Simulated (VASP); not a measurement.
# HfB (I4/mmm) in VASP: further runs, part 2 of 2

VASP 6.6.1. Earlier steps stand in the parts before.

### Step 3. Single point, PBE (strain -0.030 along x and y, +0.000 along z)

Input file INCAR:

```
PREC = Accurate ; ENCUT = 520
EDIFF = 1E-6 ; ISMEAR = 0
SIGMA = 0.15 ; LREAL = False
LASPH = True ; NELM = 100
ALGO = Normal ; ISIF = 2
LWAVE = False ; LCHARG = False
GGA = PE ; NBANDS = 14
```

Input file KPOINTS:

```
Automatic mesh
0
Gamma
  18 18 18
```

Input file POSCAR:

```
HfB
1.0
    0.0000000000      2.2407000000      2.3100000000
    2.2407000000      0.0000000000      2.3100000000
    2.2407000000      2.2407000000      0.0000000000
Hf B
1 1
Direct
    0.5000000000      0.5000000000      0.5000000000
    0.0000000000      0.0000000000      0.0000000000
```

Potentials or basis: VASP PAW PBE potentials, release 64 (Hf_pv, B).

Run with:

```bash
$ cat potpaw_PBE.64/Hf_pv/POTCAR potpaw_PBE.64/B/POTCAR > POTCAR
$ mpirun -np 1 vasp_std > vasp.out
```

OUTCAR:

```text
PREC = Accurate
   ENCUT = 520
   EDIFF = 1E-6
   ISMEAR = 0
   LREAL = False
   LASPH = True
   NELM = 100
   ISIF = 2
   GGA = PE

 ion  position               nearest neighbor table
   1  0.500  0.500  0.500-   2 2.24   2 2.24   2 2.24   2 2.24   2 2.31   2 2.31
   2  0.000  0.000  0.000-   1 2.24   1 2.24   1 2.24   1 2.24   1 2.31   1 2.31

  LATTYP: Found a body centered tetragonal cell.
 ALAT       =     3.1688283292
 C/A-ratio  =     1.4579521262

  Lattice vectors:

 A1 = (  -2.2407000000,   0.0000000000,   2.3100000000)
 A2 = (   2.2407000000,   0.0000000000,   2.3100000000)
 A3 = (   0.0000000000,   2.2407000000,  -2.3100000000)

Analysis of symmetry for initial positions (statically):
=====================================================================
 Subroutine PRICEL returns:
 Original cell was already a primitive cell.

 Routine SETGRP: Setting up the symmetry group for a
 body centered tetragonal supercell.

 Subroutine GETGRP returns: Found 16 space group operations
 (whereof 16 operations were pure point group operations)
 out of a pool of 16 trial point group operations.

The static configuration has the point symmetry D_4h.

Analysis of symmetry for dynamics (positions and initial velocities):
=====================================================================
 Subroutine PRICEL returns:
 Original cell was already a primitive cell.

 Routine SETGRP: Setting up the symmetry group for a
 body centered tetragonal supercell.

 Subroutine GETGRP returns: Found 16 space group operations
 (whereof 16 operations were pure point group operations)
 out of a pool of 16 trial point group operations.

The dynamic configuration has the point symmetry D_4h.

 Subroutine INISYM returns: Found 16 space group operations
 (whereof 16 operations are pure point group operations),
 and found     1 'primitive' translations

----------------------------------------------------------------------------------------

                                     Primitive cell

  volume of cell :      23.1958

  direct lattice vectors                    reciprocal lattice vectors
     0.000000000  2.240700000  2.310000000    -0.223144553  0.223144553  0.216450216
     2.240700000  0.000000000  2.310000000     0.223144553 -0.223144553  0.216450216
     2.240700000  2.240700000  0.000000000     0.223144553  0.223144553 -0.216450216

  length of vectors
     3.218203923  3.218203923  3.168828329     0.382671764  0.382671764  0.382671764

  position of ions in fractional coordinates (direct lattice)
     0.500000000  0.500000000  0.500000000
     0.000000000  0.000000000  0.000000000

  ion indices of the primitive-cell ions
   primitive index   ion index
                 1           1
                 2           2

----------------------------------------------------------------------------------------

 KPOINTS: Automatic mesh

Automatic generation of k-mesh.
 Grid dimensions read from file:
 generate k-points for:   18   18   18

 Generating k-lattice:

  Cartesian coordinates                     Fractional coordinates (reciprocal lattice)
    -0.012396920  0.012396920  0.012025012     0.055555556  0.000000000  0.000000000
     0.012396920 -0.012396920  0.012025012     0.000000000  0.055555556  0.000000000
     0.012396920  0.012396920 -0.012025012    -0.000000000 -0.000000000  0.055555556

  Length of vectors
     0.021259542  0.021259542  0.021259542

[... 37 lines left out ...]
   total plane-waves  NPLWV =  13824
   dimension x,y,z NGX =    24 NGY =   24 NGZ =   24
   dimension x,y,z NGXF=    48 NGYF=   48 NGZF=   48
   ions per type =               1   1
   NGX,Y,Z   is equivalent  to a cutoff of  12.40, 12.40, 12.59 a.u.
   NGXF,Y,Z  is equivalent  to a cutoff of  24.80, 24.80, 25.18 a.u.
 SYSTEM =  unknown system
   PREC   = accura    normal or accurate (medium, high low for compatibility)
   ISTART =      0    job   : 0-new  1-cont  2-samecut
   ICHARG =      2    charge: 1-file 2-atom 10-const
   ISPIN  =      1    spin polarized calculation?
   LNONCOLLINEAR =      F non collinear calculations
   LSORBIT =      F    spin-orbit coupling
   LASPH  =      T    aspherical Exc in radial PAW
   ENCUT  =  520.0 eV  38.22 Ry    6.18 a.u.   5.98  5.98  5.89*2*pi/ulx,y,z
   NELM   =    100;   NELMIN=  2; NELMDL= -5     # of ELM steps
   EDIFF  = 0.1E-05   stopping-criterion for ELM
   LREAL  =      F    real-space projection
   EDIFFG = 0.1E-04   stopping-criterion for IOM
   NSW    =      0    number of steps for IOM
   IBRION =     -1    ionic relax: 0-MD 1-quasi-New 2-CG
   NFREE  =      0    steps in history (QN), initial steepest desc. (CG)
   ISIF   =      2    stress and relaxation
   ISYM   =      2    0-nonsym 1-usesym 2-fastsym
   POTIM  = 0.5000    time-step for ionic-motion
   TEBEG  =    0.0;   TEEND  =   0.0 temperature during run
   PSTRESS=    0.0 pullay stress
   NELECT =      13.0000    total number of electrons
   NUPDOWN=      -1.0000    fix difference up-down
   EMIN   =  10.00;   EMAX   =-10.00  energy-range for DOS
   EFERMI =   0.00;   METHOD = LEGACY
   ISMEAR =     0;   SIGMA  =   0.15  broadening in eV -4-tet -1-fermi 0-gaus
   EFERMI_NEDOS =   21; number of points for ismear=-14 and -15
   IALGO  =     38    algorithm
   IMIX   =      4    mixing-type and parameters
     AMIX     =   0.40;   BMIX     =  1.00
     AMIX_MAG =   1.60;   BMIX_MAG =  1.00
  volume/ion in A,a.u.               =      11.60        78.27
  Fermi-wavevector in a.u.,A,eV,Ry     =   1.349748  2.550655 24.787375  1.821821
  Thomas-Fermi vector in A             =   2.477310
   LORBIT       =      0    0 simple, 1 ext, 2 COOP (PROOUT), +10 PAW based schemes
   GGA     = PE    functional components
   LHFCALC =     F    Hartree Fock is set to
   AEXX    =    0.0000 exact exchange contribution
   IVDW    =     0    specifies the selected vdW correction
   LEPSILON=     F    determine dielectric tensor
   LRPA    =     F    only Hartree local field effects (RPA)
 non-spin polarized calculation
 Gauss-broadening in eV      SIGMA  =   0.15
  energy-cutoff  :      520.00
  volume of cell :       23.20
 maximum number of plane-waves:       644
   NGX = 11   NGY = 11   NGZ = 11

 number of electron      13.0000000 magnetization

 Free energy of the ion-electron system (eV)
  ---------------------------------------------------
  ext. energy  EPLUGINS =         0.00000000
  ---------------------------------------------------
  free energy    TOTEN  =       -16.76582137 eV

  energy without entropy =      -16.75499980  energy(sigma->0) =      -16.76041058

 E-fermi :   5.5305     XC(G=0): -12.5960

 val. band max:        5.5283130183   @ k =   0.3333   0.1667   0.1111
 cond. band min:       5.5376502756   @ k =   0.4444   0.1111   0.2778
 fundamental gap:      0.0093372573
 Fermi energy:         5.5304817647

 k-point     1 :       0.0000    0.0000    0.0000
  band No.  band energies     occupation
      1     -22.4504      2.00000
      2     -22.4504      2.00000
      3     -22.4401      2.00000
      4      -4.2323      2.00000
      5       7.5200      0.00000
      6       7.9226      0.00000
      7       7.9226      0.00000
      8       9.4949      0.00000
      9       9.7428      0.00000
     10       9.7587      0.00000
     11       9.7587      0.00000
     12      10.1959      0.00000
     13      17.4537      0.00000
     14      19.5515      0.00000
[... 377 lines left out ...]
      1     -22.9090      2.00000
      2     -22.5259      2.00000
      3     -22.4720      2.00000
      4      -2.4856      2.00000
      5       4.6068      2.00000
      6       5.4440      1.58539
      7       5.4454      1.57736
      8       9.3419      0.00000
      9      10.0665      0.00000
     10      11.1838      0.00000
     11      14.5883      0.00000
     12      16.8466      0.00000
     13      19.9794      0.00000
     14      21.0776      0.00000

 [... further k-points ...]

------------------------ aborting loop because EDIFF is reached ----------------------------------------

  FORCE on cell =-STRESS in cart. coord.  units (eV):
  Direction    XX          YY          ZZ          XY          YZ          ZX
  --------------------------------------------------------------------------------------
  -------------------------------------------------------------------------------------
  Total        8.1761526      8.1761526      5.4586329      0.0000000     -0.0000000     -0.0000000
  in kB      564.7421063    564.7421063    377.0379510      0.0000000     -0.0000000     -0.0000000
  external PRESSURE =     502.1740545 kB  Pullay stress =       0.0000000 kB

 VOLUME and BASIS-vectors are now :
 -----------------------------------------------------------------------------
  energy-cutoff  :      520.00
  volume of cell :       23.20
      direct lattice vectors                 reciprocal lattice vectors
     0.000000000  2.240700000  2.310000000    -0.223144553  0.223144553  0.216450216
     2.240700000  0.000000000  2.310000000     0.223144553 -0.223144553  0.216450216
     2.240700000  2.240700000  0.000000000     0.223144553  0.223144553 -0.216450216

 POSITION                                       TOTAL-FORCE (eV/Angst)
 -----------------------------------------------------------------------------------
      2.24070      2.24070      2.31000         0.000000     -0.000000      0.000000
      0.00000      0.00000      0.00000        -0.000000      0.000000      0.000000
 -----------------------------------------------------------------------------------
    total drift:                               -0.000000     -0.000000      0.000000

  FREE ENERGIE OF THE ION-ELECTRON SYSTEM (eV)
  ---------------------------------------------------
  free  energy   TOTEN  =       -16.7658213675 eV

  energy  without entropy=      -16.7549997974  energy(sigma->0) =      -16.76041058
```

OSZICAR:

```text
N       E                     dE             d eps       ncg     rms          rms(c)
DAV:   1     0.233403626779E+02    0.23340E+02   -0.70445E+03 13456   0.880E+02
DAV:   2    -0.173883810997E+02   -0.40729E+02   -0.38695E+02 16806   0.197E+02
DAV:   3    -0.183712418450E+02   -0.98286E+00   -0.97673E+00 16914   0.211E+01
DAV:   4    -0.183742243283E+02   -0.29825E-02   -0.29823E-02 15418   0.144E+00
DAV:   5    -0.183742377005E+02   -0.13372E-04   -0.13372E-04 17210   0.863E-02    0.734E+01
DAV:   6    -0.168314521598E+02    0.15428E+01   -0.24306E+00 16548   0.985E+00    0.459E+01
DAV:   7    -0.168115762704E+02    0.19876E-01   -0.10757E+00 17862   0.615E+00    0.861E+00
DAV:   8    -0.167653692496E+02    0.46207E-01   -0.13775E-01 15012   0.235E+00    0.816E-01
DAV:   9    -0.167658311808E+02   -0.46193E-03   -0.57858E-03 17124   0.557E-01    0.137E-01
DAV:  10    -0.167658213222E+02    0.98586E-05   -0.91490E-05 15132   0.640E-02    0.909E-02
DAV:  11    -0.167658214693E+02   -0.14710E-06   -0.11332E-05 16380   0.232E-02    0.939E-03
DAV:  12    -0.167658213675E+02    0.10176E-06   -0.29575E-07 11250   0.476E-03
   1 F= -.16765821E+02 E0= -.16760411E+02  d E =-.108216E-01
```

Run time: 1.7 min. Hardware: 1 thread of Intel Xeon 8259CL, shared host; peak memory 0.28 GiB.

What came out:

```yaml
Free_energy: -16.7658 eV
Pressure: 50.2 GPa
Band_gap_on_the_k_mesh: zero (an odd number of electrons rules out a gap without spin polarisation)
```

Stress tensor (GPa, compression positive):
```
56.47  0.00  0.00
 0.00 56.47  0.00
 0.00  0.00 37.70
```

Caveat: the cell differs from its parent crystal (strain -0.030 along x and y, +0.000 along z); the cell stands under pressure; spin-orbit coupling is left out, which moves the levels of the heavy elements.

### Step 4. Single point, PBE (strain -0.015 along x and y, -0.030 along z)

Input file INCAR:

```
SYSTEM = HfB
PREC     = Accurate       ! precision mode
ENCUT    = 520            ! plane-wave cutoff, eV
EDIFF    = 1E-6           ! SCF threshold, eV
ISMEAR   = 0              ! smearing method
SIGMA    = 0.15           ! smearing width, eV
LREAL    = .FALSE.        ! projectors in reciprocal space
LASPH    = .TRUE.         ! aspherical terms in the spheres
NELM     = 100            ! most SCF steps
ALGO     = Normal         ! electronic algorithm
ISIF     = 2              ! what is computed and relaxed
LWAVE    = .FALSE.        ! write WAVECAR
LCHARG   = .FALSE.        ! write CHGCAR
GGA      = PE             ! functional
NBANDS   = 14             ! bands
```

Input file KPOINTS:

```
Automatic mesh
0
G
  18 18 18
  0 0 0
```

Input file POSCAR:

```
HfB
1.0
    0.0000000000      2.2753500000      2.2407000000
    2.2753500000      0.0000000000      2.2407000000
    2.2753500000      2.2753500000      0.0000000000
Hf B
1 1
Direct
    0.5000000000      0.5000000000      0.5000000000
    0.0000000000      0.0000000000      0.0000000000
```

Potentials or basis: VASP PAW PBE potentials, release 64 (Hf_pv, B).

Run with:

```bash
$ cat potpaw_PBE.64/Hf_pv/POTCAR potpaw_PBE.64/B/POTCAR > POTCAR
$ mpirun -np 1 vasp_std > vasp.out
```

OUTCAR:

```text
SYSTEM = HfB
   PREC = Accurate
   ENCUT = 520
   EDIFF = 1E-6
   ISMEAR = 0
   LREAL = .FALSE.
   LASPH = .TRUE.
   NELM = 100
   ISIF = 2
   GGA = PE

 ion  position               nearest neighbor table
   1  0.500  0.500  0.500-   2 2.24   2 2.24   2 2.28   2 2.28   2 2.28   2 2.28
   2  0.000  0.000  0.000-   1 2.24   1 2.24   1 2.28   1 2.28   1 2.28   1 2.28

  LATTYP: Found a body centered tetragonal cell.
 ALAT       =     3.2178308291
 C/A-ratio  =     1.3926773152

  Lattice vectors:

 A1 = (   0.0000000000,  -2.2753500000,  -2.2407000000)
[... 595 lines left out ...]

  FORCE on cell =-STRESS in cart. coord.  units (eV):
  Direction    XX          YY          ZZ          XY          YZ          ZX
  --------------------------------------------------------------------------------------
  -------------------------------------------------------------------------------------
  Total        6.7561702      6.7561702      8.1573378      0.0000000      0.0000000      0.0000000
  in kB      466.5530525    466.5530525    563.3118636      0.0000000      0.0000000      0.0000000
  external PRESSURE =     498.8059896 kB  Pullay stress =       0.0000000 kB

 VOLUME and BASIS-vectors are now :
 -----------------------------------------------------------------------------
  energy-cutoff  :      520.00
  volume of cell :       23.20
      direct lattice vectors                 reciprocal lattice vectors
     0.000000000  2.275350000  2.240700000    -0.219746413  0.219746413  0.223144553
     2.275350000  0.000000000  2.240700000     0.219746413 -0.219746413  0.223144553
     2.275350000  2.275350000  0.000000000     0.219746413  0.219746413 -0.223144553

 POSITION                                       TOTAL-FORCE (eV/Angst)
 -----------------------------------------------------------------------------------
      2.27535      2.27535      2.24070         0.000000     -0.000000     -0.000000
      0.00000      0.00000      0.00000        -0.000000      0.000000      0.000000
 -----------------------------------------------------------------------------------
    total drift:                                0.000000     -0.000000      0.000000

  FREE ENERGIE OF THE ION-ELECTRON SYSTEM (eV)
  ---------------------------------------------------
  free  energy   TOTEN  =       -16.7880445182 eV

  energy  without entropy=      -16.7768155210  energy(sigma->0) =      -16.78243002
```

It took 2.1 min on 1 thread of Intel Xeon 8259CL, shared host; peak memory 0.28 GiB.

Results:

| Item | Value |
| --- | --- |
| Free energy | -16.7880 eV |
| Pressure | 49.9 GPa |
| Band gap on the k mesh | zero (an odd number of electrons rules out a gap without spin polarisation) |

Caveat: the cell differs from its parent crystal (strain -0.015 along x and y, -0.030 along z); the cell stands under pressure; spin-orbit coupling is left out, which moves the levels of the heavy elements.

### Step 5. Overview

| cell | gap on the mesh (eV) | pressure (GPa) |
| --- | --- | --- |
| a = 3.193, b = 3.193, c = 3.169 Å, angles 60.3, 60.3, 59.5°, 2 atoms | none | 55.3 |
| a = 3.218, b = 3.218, c = 3.169 Å, angles 60.5, 60.5, 59.0°, 2 atoms | none | 50.2 |
| a = 3.193, b = 3.193, c = 3.218 Å, angles 59.7, 59.7, 60.5°, 2 atoms | none | 49.9 |

Alike in all rows: task single point; level PBE; potentials or basis VASP PAW PBE potentials, release 64 (Hf_pv, B); no spin polarisation; k mesh 18 × 18 × 18; cutoff (eV) 520; smearing gaussian 0.15 eV.

Caveats: the cell stands under pressure; spin-orbit coupling is left out, which moves the levels of the heavy elements.

Total energies depend on the potentials used, so only differences within one code and one set of settings carry meaning.
